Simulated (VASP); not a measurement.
# NaTiPt2 (P4/mmm) in VASP: single point with PBE

Aim: the single point of NaTiPt2 with PBE.

Everything below comes from runs of VASP 6.6.1. Logs are shortened: lines on timing, memory, paths and dates and some standing lists are left out, and cuts for length are marked.

## 1. The cell of the first run

Symmetry: P4/mmm, No. 123, tetragonal system. Conventional cell: a = 5.090 Å, b = 5.090 Å, c = 2.704 Å, α = 90.00°, β = 90.00°, γ = 90.00°. Na (site symmetry 4/mmm) has 4 Pt at 2.54 Å and 2 Na at 2.70 Å within 3.4 Å. Within 3.6 Å of Ti (site symmetry 4/mmm) lie 2 Ti at 2.70 Å and 8 Pt at 2.88 Å. Pt (site symmetry mmm) has 2 Na at 2.54 Å and 2 Pt at 2.70 Å and 4 Ti at 2.88 Å within 3.4 Å.

## 2. Single point, PBE

POSCAR

```
NaTiPt2
1.0
    5.0895057515      0.0000000000      0.0000000000
    0.0000000000      5.0895057515      0.0000000000
    0.0000000000      0.0000000000      2.7037843622
Na Ti Pt
1 1 2
Direct
    0.0000000000      0.0000000000      0.5000000000
    0.5000000000      0.5000000000      0.0000000000
    0.0000000000      0.5000000000      0.5000000000
    0.5000000000      0.0000000000      0.5000000000
```

INCAR.step1

```
SYSTEM = NaTiPt2
ALGO = Normal
EDIFF = 1E-6
ENCUT = 400
GGA = PE
GGA_COMPAT = .False.
ISIF = 2
ISMEAR = 0
LASPH = .True.
LCHARG = .True.
LMAXMIX = 4
LORBIT = 11
LREAL = .False.
LWAVE = .False.
NBANDS = 28
NEDOS = 2001
NELM = 120
PREC = Accurate
SIGMA = 0.1
```

KPOINTS.step1

```
k-points
0
Gamma
  10 10 16
  0 0 0
```

INCAR.step2

```
SYSTEM = NaTiPt2
ALGO = Normal
EDIFF = 1E-6
ENCUT = 400
GGA = PE
GGA_COMPAT = .False.
ICHARG = 11
ISIF = 2
ISMEAR = -5
LASPH = .True.
LCHARG = .False.
LMAXMIX = 4
LORBIT = 11
LREAL = .False.
LWAVE = .False.
NBANDS = 28
NEDOS = 2001
NELM = 120
PREC = Accurate
SIGMA = 0.1
```

KPOINTS.step2

```
k-points
0
Gamma
  15 15 24
  0 0 0
```

Potentials or basis: VASP PAW PBE potentials, release 64 (Na_pv, Ti_sv, Pt).

On the command line:

```bash
> cat potpaw_PBE.64/Na_pv/POTCAR potpaw_PBE.64/Ti_sv/POTCAR potpaw_PBE.64/Pt/POTCAR > POTCAR
> cp INCAR.step1 INCAR
> cp KPOINTS.step1 KPOINTS
> mpirun -np 1 vasp_std > vasp.out
> cp INCAR.step2 INCAR
> cp KPOINTS.step2 KPOINTS
> mpirun -np 1 vasp_std > vasp.out
```

OUTCAR:

```text
SYSTEM = NaTiPt2
   EDIFF = 1E-6
   ENCUT = 400
   GGA = PE
   ICHARG = 11
   ISIF = 2
   ISMEAR = -5
   LASPH = .True.
   LORBIT = 11
   LREAL = .False.
   NELM = 120
   PREC = Accurate

 ion  position               nearest neighbor table
   1  0.000  0.000  0.500-   3 2.54   4 2.54   3 2.54   4 2.54
   2  0.500  0.500  0.000-   3 2.88   4 2.88   3 2.88   4 2.88   4 2.88   4 2.88   3 2.88   3 2.88

   3  0.000  0.500  0.500-   1 2.54   1 2.54   2 2.88   2 2.88   2 2.88   2 2.88
   4  0.500  0.000  0.500-   1 2.54   1 2.54   2 2.88   2 2.88   2 2.88   2 2.88

  LATTYP: Found a simple tetragonal cell.
 ALAT       =     5.0895057515
 C/A-ratio  =     0.5312469411

  Lattice vectors:

 A1 = (   5.0895057515,   0.0000000000,   0.0000000000)
 A2 = (   0.0000000000,   5.0895057515,   0.0000000000)
 A3 = (   0.0000000000,   0.0000000000,   2.7037843622)

Analysis of symmetry for initial positions (statically):
=====================================================================
 Subroutine PRICEL returns:
 Original cell was already a primitive cell.

 Routine SETGRP: Setting up the symmetry group for a
 simple tetragonal supercell.

 Subroutine GETGRP returns: Found 16 space group operations
 (whereof 16 operations were pure point group operations)
 out of a pool of 16 trial point group operations.

The static configuration has the point symmetry D_4h.

Analysis of symmetry for dynamics (positions and initial velocities):
=====================================================================
 Subroutine PRICEL returns:
 Original cell was already a primitive cell.

 Routine SETGRP: Setting up the symmetry group for a
 simple tetragonal supercell.

 Subroutine GETGRP returns: Found 16 space group operations
 (whereof 16 operations were pure point group operations)
 out of a pool of 16 trial point group operations.

The dynamic configuration has the point symmetry D_4h.

 Subroutine INISYM returns: Found 16 space group operations
 (whereof 16 operations are pure point group operations),
 and found     1 'primitive' translations

----------------------------------------------------------------------------------------

                                     Primitive cell

  volume of cell :      70.0363

  direct lattice vectors                    reciprocal lattice vectors
     5.089505751  0.000000000  0.000000000     0.196482733  0.000000000  0.000000000
     0.000000000  5.089505751  0.000000000     0.000000000  0.196482733  0.000000000
     0.000000000  0.000000000  2.703784362     0.000000000  0.000000000  0.369851980

  length of vectors
     5.089505751  5.089505751  2.703784362     0.196482733  0.196482733  0.369851980

  position of ions in fractional coordinates (direct lattice)
     0.000000000  0.000000000  0.500000000
     0.500000000  0.500000000  0.000000000
     0.000000000  0.500000000  0.500000000
     0.500000000  0.000000000  0.500000000

  ion indices of the primitive-cell ions
   primitive index   ion index
                 1           1
                 2           2
                 3           3
                 4           4

----------------------------------------------------------------------------------------

 KPOINTS: k-points

Automatic generation of k-mesh.
 Grid dimensions read from file:
 generate k-points for:   15   15   24

 Generating k-lattice:

  Cartesian coordinates                     Fractional coordinates (reciprocal lattice)
     0.013098849  0.000000000  0.000000000     0.066666667  0.000000000  0.000000000
     0.000000000  0.013098849  0.000000000     0.000000000  0.066666667  0.000000000
     0.000000000  0.000000000  0.015410499     0.000000000  0.000000000  0.041666667

  Length of vectors
     0.013098849  0.013098849  0.015410499

  Shift w.r.t. Gamma in fractional coordinates (k-lattice)
     0.000000000  0.000000000  0.000000000

 TETIRR: Found   8076 inequivalent tetrahedra from    32400

 Subroutine IBZKPT returns following result:
 ===========================================

 Found    468 irreducible k-points:

 Following reciprocal coordinates:
            Coordinates               Weight
  0.000000  0.000000  0.000000      1.000000
  0.066667  0.000000  0.000000      4.000000
  0.133333  0.000000  0.000000      4.000000
  0.200000  0.000000  0.000000      4.000000
  0.266667  0.000000  0.000000      4.000000
  0.333333  0.000000  0.000000      4.000000
[... 16 lines left out ...]
  0.266667  0.200000  0.000000      8.000000
  0.333333  0.200000  0.000000      8.000000
 [... further k-points ...]
   k-points           NKPTS =    468   k-points in BZ     NKDIM =    468   number of bands    NBANDS=     28
   number of dos      NEDOS =   2001   number of ions     NIONS =      4
   total plane-waves  NPLWV =  23328
   dimension x,y,z NGX =    36 NGY =   36 NGZ =   18
   dimension x,y,z NGXF=    72 NGYF=   72 NGZF=   36
   ions per type =               1   1   2
   NGX,Y,Z   is equivalent  to a cutoff of  11.76, 11.76, 11.07 a.u.
   NGXF,Y,Z  is equivalent  to a cutoff of  23.52, 23.52, 22.14 a.u.
 SYSTEM =  NaTiPt2
   PREC   = accura    normal or accurate (medium, high low for compatibility)
   ISTART =      0    job   : 0-new  1-cont  2-samecut
   ICHARG =     11    charge: 1-file 2-atom 10-const
   ISPIN  =      1    spin polarized calculation?
   LNONCOLLINEAR =      F non collinear calculations
   LSORBIT =      F    spin-orbit coupling
   LASPH  =      T    aspherical Exc in radial PAW
   ENCUT  =  400.0 eV  29.40 Ry    5.42 a.u.   8.30  8.30  4.41*2*pi/ulx,y,z
   NELM   =    120;   NELMIN=  2; NELMDL=  0     # of ELM steps
   EDIFF  = 0.1E-05   stopping-criterion for ELM
   LREAL  =      F    real-space projection
   EDIFFG = 0.1E-04   stopping-criterion for IOM
   NSW    =      0    number of steps for IOM
   IBRION =     -1    ionic relax: 0-MD 1-quasi-New 2-CG
   NFREE  =      0    steps in history (QN), initial steepest desc. (CG)
   ISIF   =      2    stress and relaxation
   ISYM   =      2    0-nonsym 1-usesym 2-fastsym
   POTIM  = 0.5000    time-step for ionic-motion
   TEBEG  =    0.0;   TEEND  =   0.0 temperature during run
   PSTRESS=    0.0 pullay stress
   NELECT =      39.0000    total number of electrons
   NUPDOWN=      -1.0000    fix difference up-down
   EMIN   =  10.00;   EMAX   =-10.00  energy-range for DOS
   EFERMI =   0.00;   METHOD = LEGACY
   ISMEAR =    -5;   SIGMA  =   0.10  broadening in eV -4-tet -1-fermi 0-gaus
   EFERMI_NEDOS =   21; number of points for ismear=-14 and -15
   IALGO  =     38    algorithm
   IMIX   =      4    mixing-type and parameters
     AMIX     =   0.40;   BMIX     =  1.00
     AMIX_MAG =   1.60;   BMIX_MAG =  1.00
  volume/ion in A,a.u.               =      17.51       118.16
  Fermi-wavevector in a.u.,A,eV,Ry     =   1.346858  2.545193 24.681344  1.814028
  Thomas-Fermi vector in A             =   2.474656
   LORBIT       =     11    0 simple, 1 ext, 2 COOP (PROOUT), +10 PAW based schemes
   GGA     = PE    functional components
   LHFCALC =     F    Hartree Fock is set to
   AEXX    =    0.0000 exact exchange contribution
   IVDW    =     0    specifies the selected vdW correction
   LEPSILON=     F    determine dielectric tensor
   LRPA    =     F    only Hartree local field effects (RPA)
 non-spin polarized calculation
 Fermi weights with tetrahedron method with Bloechl corrections
  energy-cutoff  :      400.00
  volume of cell :       70.04
 maximum number of plane-waves:      1317
 NGX is ok and might be reduce to    36

 number of electron      39.0000017 magnetization

 Free energy of the ion-electron system (eV)
  ---------------------------------------------------
  ext. energy  EPLUGINS =         0.00000000
  ---------------------------------------------------
  free energy    TOTEN  =       -21.94812812 eV

  energy without entropy =      -21.94812812  energy(sigma->0) =      -21.94812812

 E-fermi :   6.7117     XC(G=0): -11.2947

 val. band max:        6.7347324447   @ k =   0.4000   0.1333   0.4167
 cond. band min:       6.6764278112   @ k =   0.2667   0.2667   0.3750
 fundamental gap:     -0.0583046335
 Fermi energy:         6.7117351404

 k-point     1 :       0.0000    0.0000    0.0000
  band No.  band energies     occupation
      1     -50.6749      2.00000
      2     -26.9718      2.00000
      3     -26.9718      2.00000
      4     -26.3810      2.00000
      5     -16.3506      2.00000
      6     -16.3506      2.00000
[... 20 lines left out ...]
     27      12.6454      0.00000
     28      12.6454      0.00000

 k-point     2 :       0.0667    0.0000    0.0000
  band No.  band energies     occupation
      1     -50.6748      2.00000
      2     -26.9720      2.00000
      3     -26.9718      2.00000
      4     -26.3811      2.00000
      5     -16.3514      2.00000
      6     -16.3506      2.00000
[... 20 lines left out ...]
     27      12.5905      0.00000
     28      12.5928      0.00000

 k-point     3 :       0.1333    0.0000    0.0000
  band No.  band energies     occupation
      1     -50.6747      2.00000
      2     -26.9727      2.00000
      3     -26.9718      2.00000
      4     -26.3811      2.00000
      5     -16.3541      2.00000
      6     -16.3507      2.00000
[... 20 lines left out ...]
     27      12.4339      0.00000
     28      12.4814      0.00000

 k-point     4 :       0.2000    0.0000    0.0000
  band No.  band energies     occupation
      1     -50.6747      2.00000
      2     -26.9737      2.00000
      3     -26.9718      2.00000
      4     -26.3811      2.00000
      5     -16.3583      2.00000
      6     -16.3508      2.00000
[... 578 lines left out ...]
     27      11.5095      0.00000
     28      13.9042      0.00000

 k-point    23 :       0.2667    0.2000    0.0000
  band No.  band energies     occupation
      1     -50.6744      2.00000
      2     -26.9748      2.00000
      3     -26.9737      2.00000
      4     -26.3813      2.00000
      5     -16.3632      2.00000
      6     -16.3586      2.00000
[... 20 lines left out ...]
     27      11.9227      0.00000
     28      14.1624      0.00000

 k-point    24 :       0.3333    0.2000    0.0000
  band No.  band energies     occupation
      1     -50.6744      2.00000
      2     -26.9759      2.00000
      3     -26.9738      2.00000
      4     -26.3814      2.00000
      5     -16.3676      2.00000
      6     -16.3588      2.00000
[... 20 lines left out ...]
     27      12.2974      0.00000
     28      14.2290      0.00000

 [... further k-points ...]

------------------------ aborting loop because EDIFF is reached ----------------------------------------

  FORCE on cell =-STRESS in cart. coord.  units (eV):
  Direction    XX          YY          ZZ          XY          YZ          ZX
  --------------------------------------------------------------------------------------
  -------------------------------------------------------------------------------------
  Total       -0.0310482     -0.0310482     -0.2329529      0.0000000      0.0000000      0.0000000
  in kB       -0.7102715     -0.7102715     -5.3291191      0.0000000      0.0000000      0.0000000
  external PRESSURE =      -2.2498874 kB  Pullay stress =       0.0000000 kB

 VOLUME and BASIS-vectors are now :
 -----------------------------------------------------------------------------
  energy-cutoff  :      400.00
  volume of cell :       70.04
      direct lattice vectors                 reciprocal lattice vectors
     5.089505751  0.000000000  0.000000000     0.196482733  0.000000000  0.000000000
     0.000000000  5.089505751  0.000000000     0.000000000  0.196482733  0.000000000
     0.000000000  0.000000000  2.703784362     0.000000000  0.000000000  0.369851980

 POSITION                                       TOTAL-FORCE (eV/Angst)
 -----------------------------------------------------------------------------------
      0.00000      0.00000      1.35189         0.000000      0.000000      0.000000
      2.54475      2.54475      0.00000         0.000000      0.000000      0.000000
      0.00000      2.54475      1.35189         0.000000      0.000000      0.000000
      2.54475      0.00000      1.35189         0.000000      0.000000      0.000000
 -----------------------------------------------------------------------------------
    total drift:                                0.000000      0.000000      0.000000

  FREE ENERGIE OF THE ION-ELECTRON SYSTEM (eV)
  ---------------------------------------------------
  free  energy   TOTEN  =       -21.9481281244 eV

  energy  without entropy=      -21.9481281244  energy(sigma->0) =      -21.94812812

 total charge

# of ion       s       p       d       tot
------------------------------------------
    1        0.127   6.040   0.000   6.167
    2        2.210   6.097   1.802  10.108
    3        0.764   0.362   8.124   9.251
    4        0.764   0.362   8.124   9.251
--------------------------------------------------
tot          3.866  12.860  18.051  34.776
```

Run time: 5.1 min. Hardware: 1 thread of AMD EPYC 9R45 (Zen 5), shared host; peak memory 0.63 GiB.

Results:

```yaml
Valence_electrons_inside_the_program's_atomic_spheres: Na 6.17; Ti 10.11; Pt 9.25
```

Caveat: spin-orbit coupling is left out, which moves the levels of the heavy elements.
